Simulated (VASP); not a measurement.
# BaTiO3 (P4mm) in VASP: a series of runs

The runs below take BaTiO3 through single point, with revPBE, PBE+D3(BJ).

Program: VASP 6.6.1. These are calculated values, not measurements. Logs are shortened: lines on timing, memory, paths and dates and some standing lists are left out, and cuts for length are marked.

## 1. The cell of the first run

The structure is tetragonal, space group P4mm (No. 99). The conventional cell has a = 4.052 Å, b = 4.052 Å, c = 4.071 Å, α = 90.00°, β = 90.00°, γ = 90.00°. Ba (site symmetry 4mm) has 12 O at 2.82 to 2.92 Å and 8 Ti at 3.49 to 3.54 Å within 3.7 Å. Ti (site symmetry 4mm) has 6 O at 1.92 to 2.15 Å within 2.5 Å. Within 2.7 Å of O (site symmetry 2mm) lie 2 Ti at 2.03 Å. Within 2.5 Å of O (site symmetry 4mm) lie 2 Ti at 1.92 to 2.15 Å.

## 2. Single point, revPBE

Input file INCAR:

```
PREC     = Accurate       # precision mode
ENCUT    = 520            # plane-wave cutoff, eV
EDIFF    = 1E-7           # SCF threshold, eV
ISMEAR   = -1             # smearing method
SIGMA    = 0.05           # smearing width, eV
LREAL    = False          # projectors in reciprocal space
LASPH    = True           # aspherical terms in the spheres
NELM     = 100            # most SCF steps
ALGO     = Normal         # electronic algorithm
ISIF     = 2              # what is computed and relaxed
LWAVE    = False          # write WAVECAR
LCHARG   = False          # write CHGCAR
GGA      = RE             # functional
NBANDS   = 28             # bands
```

Input file KPOINTS:

```
regular mesh
0
Gamma
  7 7 7
```

Input file POSCAR:

```
BaTiO3
1.0
    4.0524349834      0.0000000000      0.0000000000
    0.0000000000      4.0524349834      0.0000000000
    0.0000000000      0.0000000000      4.0708744845
Ba Ti O
1 1 3
Direct
    0.0000000000      0.0000000000      0.0000000000
    0.5000000000      0.5000000000      0.4900000000
    0.0000000000      0.5000000000      0.5170000000
    0.5000000000      0.0000000000      0.5170000000
    0.5000000000      0.5000000000      0.0190000000
```

Potentials or basis: VASP PAW PBE potentials, release 64 (Ba_sv, Ti_sv, O).

Command:

```
> cat potpaw_PBE.64/Ba_sv/POTCAR potpaw_PBE.64/Ti_sv/POTCAR potpaw_PBE.64/O/POTCAR > POTCAR
> mpirun -np 1 vasp_std > vasp.out
```

OUTCAR:

```text
PREC = Accurate
   ENCUT = 520
   EDIFF = 1E-7
   ISMEAR = -1
   LREAL = False
   LASPH = True
   NELM = 100
   ISIF = 2
   GGA = RE

 ion  position               nearest neighbor table
   1  0.000  0.000  0.000-   3 2.82   4 2.82   3 2.82   4 2.82   5 2.87   5 2.87   5 2.87   5 2.87
                             4 2.92   3 2.92   4 2.92   3 2.92   2 3.49   2 3.49   2 3.49   2 3.49
   2  0.500  0.500  0.490-   5 1.92   4 2.03   3 2.03   4 2.03   3 2.03   5 2.15   1 3.49   1 3.49
                             1 3.49   1 3.49   1 3.54   1 3.54   1 3.54   1 3.54
   3  0.000  0.500  0.517-   2 2.03   2 2.03   1 2.82   1 2.82   1 2.92   1 2.92
   4  0.500  0.000  0.517-   2 2.03   2 2.03   1 2.82   1 2.82   1 2.92   1 2.92
   5  0.500  0.500  0.019-   2 1.92   2 2.15   1 2.87   1 2.87   1 2.87   1 2.87

  LATTYP: Found a simple tetragonal cell.
 ALAT       =     4.0524349834
 C/A-ratio  =     1.0045502275

  Lattice vectors:

 A1 = (   4.0524349834,   0.0000000000,   0.0000000000)
 A2 = (   0.0000000000,   4.0524349834,   0.0000000000)
 A3 = (   0.0000000000,   0.0000000000,   4.0708744845)

Analysis of symmetry for initial positions (statically):
=====================================================================
 Subroutine PRICEL returns:
 Original cell was already a primitive cell.

 Routine SETGRP: Setting up the symmetry group for a
 simple tetragonal supercell.

 Subroutine GETGRP returns: Found  8 space group operations
 (whereof  8 operations were pure point group operations)
 out of a pool of 16 trial point group operations.

The static configuration has the point symmetry C_4v.

Analysis of symmetry for dynamics (positions and initial velocities):
=====================================================================
 Subroutine PRICEL returns:
 Original cell was already a primitive cell.

 Routine SETGRP: Setting up the symmetry group for a
 simple tetragonal supercell.

 Subroutine GETGRP returns: Found  8 space group operations
 (whereof  8 operations were pure point group operations)
 out of a pool of 16 trial point group operations.

The dynamic configuration has the point symmetry C_4v.

 Subroutine INISYM returns: Found  8 space group operations
 (whereof  8 operations are pure point group operations),
 and found     1 'primitive' translations

----------------------------------------------------------------------------------------

                                     Primitive cell

[... 91 lines left out ...]
   LNONCOLLINEAR =      F non collinear calculations
   LSORBIT =      F    spin-orbit coupling
   LASPH  =      T    aspherical Exc in radial PAW
   ENCUT  =  520.0 eV  38.22 Ry    6.18 a.u.   7.53  7.53  7.57*2*pi/ulx,y,z
   NELM   =    100;   NELMIN=  2; NELMDL= -5     # of ELM steps
   EDIFF  = 0.1E-06   stopping-criterion for ELM
   LREAL  =      F    real-space projection
   EDIFFG = 0.1E-05   stopping-criterion for IOM
   NSW    =      0    number of steps for IOM
   IBRION =     -1    ionic relax: 0-MD 1-quasi-New 2-CG
   NFREE  =      0    steps in history (QN), initial steepest desc. (CG)
   ISIF   =      2    stress and relaxation
   ISYM   =      2    0-nonsym 1-usesym 2-fastsym
   POTIM  = 0.5000    time-step for ionic-motion
   TEBEG  =    0.0;   TEEND  =   0.0 temperature during run
   PSTRESS=    0.0 pullay stress
   NELECT =      40.0000    total number of electrons
   NUPDOWN=      -1.0000    fix difference up-down
   EMIN   =  10.00;   EMAX   =-10.00  energy-range for DOS
   EFERMI =   0.00;   METHOD = LEGACY
   ISMEAR =    -1;   SIGMA  =   0.05  broadening in eV -4-tet -1-fermi 0-gaus
   EFERMI_NEDOS =   21; number of points for ismear=-14 and -15
   IALGO  =     38    algorithm
   IMIX   =      4    mixing-type and parameters
     AMIX     =   0.40;   BMIX     =  1.00
     AMIX_MAG =   1.60;   BMIX_MAG =  1.00
  volume/ion in A,a.u.               =      13.37        90.23
  Fermi-wavevector in a.u.,A,eV,Ry     =   1.379500  2.606876 25.892144  1.903019
  Thomas-Fermi vector in A             =   2.504463
   LORBIT       =      0    0 simple, 1 ext, 2 COOP (PROOUT), +10 PAW based schemes
   GGA     = RE    functional components
   LHFCALC =     F    Hartree Fock is set to
   AEXX    =    0.0000 exact exchange contribution
   IVDW    =     0    specifies the selected vdW correction
   LEPSILON=     F    determine dielectric tensor
   LRPA    =     F    only Hartree local field effects (RPA)
 non-spin polarized calculation
  energy-cutoff  :      520.00
  volume of cell :       66.85
 maximum number of plane-waves:      1823
 NGX is ok and might be reduce to    30
   NGX = 15   NGY = 15   NGZ = 15

 number of electron      39.9999981 magnetization

 Free energy of the ion-electron system (eV)
  ---------------------------------------------------
  ext. energy  EPLUGINS =         0.00000000
  ---------------------------------------------------
  free energy    TOTEN  =       -38.23498029 eV

  energy without entropy =      -38.23498029  energy(sigma->0) =      -38.23498029

 E-fermi :   4.5275     XC(G=0): -10.8795

 val. band max:        3.5690521100   @ k =   0.4286   0.4286   0.4286
 cond. band min:       5.3768220010   @ k =   0.0000   0.0000   0.0000
 fundamental gap:      1.8077698910
 Fermi energy:         4.5274879618

 k-point     1 :       0.0000    0.0000    0.0000
  band No.  band energies     occupation
      1     -53.2194      2.00000
      2     -29.3829      2.00000
      3     -29.3572      2.00000
      4     -29.3572      2.00000
      5     -21.3430      2.00000
      6     -13.2406      2.00000
[... 733 lines left out ...]
     27      11.8175      0.00000
     28      12.3021      0.00000

 [... further k-points ...]
[... 5 lines left out ...]
  --------------------------------------------------------------------------------------
  -------------------------------------------------------------------------------------
  Total        0.2090886      0.2090886      0.5272980      0.0000000      0.0000000      0.0000000
  in kB        5.0109617      5.0109617     12.6370853      0.0000000      0.0000000      0.0000000
  external PRESSURE =       7.5530029 kB  Pullay stress =       0.0000000 kB

 VOLUME and BASIS-vectors are now :
 -----------------------------------------------------------------------------
  energy-cutoff  :      520.00
  volume of cell :       66.85
      direct lattice vectors                 reciprocal lattice vectors
     4.052434983  0.000000000  0.000000000     0.246765217  0.000000000  0.000000000
     0.000000000  4.052434983  0.000000000     0.000000000  0.246765217  0.000000000
     0.000000000  0.000000000  4.070874485     0.000000000  0.000000000  0.245647466

 POSITION                                       TOTAL-FORCE (eV/Angst)
 -----------------------------------------------------------------------------------
      0.00000      0.00000      0.00000        -0.000000     -0.000000      0.047318
      2.02622      2.02622      1.99473        -0.000000      0.000000     -0.301476
      0.00000      2.02622      2.10464         0.000000     -0.000000     -0.124544
      2.02622      0.00000      2.10464        -0.000000     -0.000000     -0.124544
      2.02622      2.02622      0.07735        -0.000000      0.000000      0.503246
 -----------------------------------------------------------------------------------
    total drift:                                0.000000      0.000000      0.000337

  FREE ENERGIE OF THE ION-ELECTRON SYSTEM (eV)
  ---------------------------------------------------
  free  energy   TOTEN  =       -38.2349802918 eV

  energy  without entropy=      -38.2349802904  energy(sigma->0) =      -38.23498029
```

stdout:

```text
POSCAR found type information on POSCAR BaTiO
 POSCAR found :  3 types and       5 ions
 scaLAPACK will be used
 -----------------------------------------------------------------------------
|                                                                             |
|                                                                             |
|     You enforced a specific xc type in the INCAR file but a different       |
|     I HOPE YOU KNOW WHAT YOU ARE DOING!                                     |
|                                                                             |
 -----------------------------------------------------------------------------

 LDA part: xc-table for (Slater+PW92), standard interpolation
 POSCAR, INCAR and KPOINTS ok, starting setup
 FFT: planning ... GRIDC
 FFT: planning ... GRID_SOFT
 FFT: planning ... GRID
 WAVECAR not read
 entering main loop
```

Run time: 33 s. Hardware: 1 thread of Intel Xeon 6975P-C (Granite Rapids), shared host; peak memory 0.21 GiB.

Results:

| Property | Result |
| --- | --- |
| Free energy | -38.2350 eV |
| Pressure | 0.8 GPa |
| Largest force | 0.503 eV/Å |
| Band gap on the k mesh | 1.81 eV, indirect (least direct gap 2.03 eV) |

Forces on the atoms (eV/Å):
```
Ba   0.000  0.000  0.047
Ti   0.000  0.000 -0.301
O    0.000  0.000 -0.125
O    0.000  0.000 -0.125
O    0.000  0.000  0.503
```

Caveat: the PAW data sets were made with another functional, which shifts forces and pressure a little; spin-orbit coupling is left out, which moves the levels of the heavy elements.

## 3. Single point, revPBE

This run uses another cell than the first one, of 13.63 Å³/atom, 1.019 times its volume.

Input file INCAR:

```
  PREC = Accurate
  ENCUT = 520
  EDIFF = 1E-7
  ISMEAR = -1
  SIGMA = 0.05
  LREAL = False
  LASPH = True
  NELM = 80
  ALGO = Normal
  ISIF = 2
  LWAVE = False
  LCHARG = False
  GGA = RE
  NBANDS = 28
```

KPOINTS is that of step 2.

Changes to POSCAR since step 2:

```diff
@@ -2,5 +2,5 @@
 1.0
-    4.0524349834      0.0000000000      0.0000000000
-    0.0000000000      4.0524349834      0.0000000000
-    0.0000000000      0.0000000000      4.0708744845
+    4.0782473671      0.0000000000      0.0000000000
+    0.0000000000      4.0782473671      0.0000000000
+    0.0000000000      0.0000000000      4.0968043205
 Ba Ti O
```

Potentials or basis: VASP PAW PBE potentials, release 64 (Ba_sv, Ti_sv, O).

Command:

```
> cat potpaw_PBE.64/Ba_sv/POTCAR potpaw_PBE.64/Ti_sv/POTCAR potpaw_PBE.64/O/POTCAR > POTCAR
> mpirun -np 1 vasp_std > vasp.out
```

It took 36 s on 1 thread of Intel Xeon 6975P-C (Granite Rapids), shared host; peak memory 0.21 GiB.

Results (log left out):

| Property | Result |
| --- | --- |
| Free energy | -38.2310 eV |
| Pressure | -2.0 GPa |
| Largest force | 0.608 eV/Å |
| Band gap on the k mesh | 1.77 eV, indirect (least direct gap 2.00 eV) |

Forces in eV/Å, atoms in the order of the input:
```
Ba   0.000  0.000  0.031
Ti   0.000  0.000 -0.383
O    0.000  0.000 -0.128
O    0.000  0.000 -0.128
O    0.000  0.000  0.608
```

Stress tensor (GPa, compression positive):
```
-2.27  0.00  0.00
 0.00 -2.27  0.00
 0.00  0.00 -1.57
```

Levels at points of the mesh, in eV from the valence-band top:
| k point | band 17 | band 18 | band 19 | band 20 | band 21 | band 22 | band 23 | band 24 |
| --- | --- | --- | --- | --- | --- | --- | --- | --- |
| (0.00, 0.00, 0.00) | -0.95 | -0.26 | -0.24 | -0.24 | 1.77 | 1.96 | 1.96 | 3.65 |

Caveat: the PAW data sets were made with another functional, which shifts forces and pressure a little; spin-orbit coupling is left out, which moves the levels of the heavy elements. Expect the measured gap to be larger: semilocal functionals such as revPBE lack the derivative discontinuity.

## 4. Single point, PBE+D3(BJ)

This run uses another cell than the first one, of 12.08 Å³/atom, 0.904 times its volume.

Input file INCAR:

```
PREC = Accurate
ENCUT = 520
EDIFF = 1E-6
ISMEAR = -1
SIGMA = 0.05
LREAL = False
LASPH = True
NELM = 100
ALGO = Normal
ISIF = 2
LWAVE = False
LCHARG = True
GGA = PE
IVDW = 12
LELF = True
LVHAR = True
NBANDS = 28
```

Input file KPOINTS:

```
Automatic mesh
0
Gamma
  7 7 7
```

Changes to POSCAR since step 3:

```diff
@@ -2,5 +2,5 @@
 1.0
-    4.0782473671      0.0000000000      0.0000000000
-    0.0000000000      4.0782473671      0.0000000000
-    0.0000000000      0.0000000000      4.0968043205
+    3.9181485176      0.0000000000      0.0000000000
+    0.0000000000      3.9181485176      0.0000000000
+    0.0000000000      0.0000000000      3.9359769848
 Ba Ti O
```

Command:

```
> cat potpaw_PBE.64/Ba_sv/POTCAR potpaw_PBE.64/Ti_sv/POTCAR potpaw_PBE.64/O/POTCAR > POTCAR
> mpirun -np 1 vasp_std > vasp.out
```

Wall time 34 s (1 thread of Intel Xeon 6975P-C (Granite Rapids), shared host); peak memory 0.22 GiB.

Results (log left out):

```yaml
Free_energy: -41.1404 eV
Pressure: 13.0 GPa
Largest_force: 0.192 eV/Å
Band_gap_on_the_k_mesh: 2.00 eV, indirect (least direct gap 2.14 eV)
Dispersion_energy_per_atom: -0.282 eV
```

Forces in eV/Å, atoms in the order of the input:
```
Ba   0.000  0.000  0.142
Ti   0.000  0.000  0.192
O    0.000  0.000 -0.098
O    0.000  0.000 -0.098
O    0.000  0.000 -0.138
```

Stress tensor (GPa, compression positive):
```
12.63  0.00  0.00
 0.00 12.63  0.00
 0.00  0.00 13.84
```

Levels at points of the mesh, in eV from the valence-band top:
| k point | band 18 | band 19 | band 20 | band 21 | band 22 | band 23 |
| --- | --- | --- | --- | --- | --- | --- |
| (0.00, 0.00, 0.00) | -0.14 | -0.14 | -0.14 | 2.00 | 2.23 | 2.23 |

Caveat: spin-orbit coupling is left out, which moves the levels of the heavy elements.

## 5. Overview

```tsv
level	cell	gap on the mesh (eV)	pressure (GPa)	largest force (eV/Å)
revPBE	a = 4.052, b = 4.052, c = 4.071 Å, 5 atoms	1.81	0.8	0.50
revPBE	a = 4.078, b = 4.078, c = 4.097 Å, 5 atoms	1.77	-2.0	0.61
PBE+D3(BJ)	a = 3.918, b = 3.918, c = 3.936 Å, 5 atoms	2.00	13.0	0.19
```

Alike in all rows: task single point; potentials or basis VASP PAW PBE potentials, release 64 (Ba_sv, Ti_sv, O); no spin polarisation; k mesh 7 × 7 × 7; cutoff (eV) 520; smearing fermi-dirac 0.05 eV.

Caveats: spin-orbit coupling is left out, which moves the levels of the heavy elements; the PAW data sets were made with another functional, which shifts forces and pressure a little (some runs).

Total energies depend on the potentials used, so only differences within one code and one set of settings carry meaning.
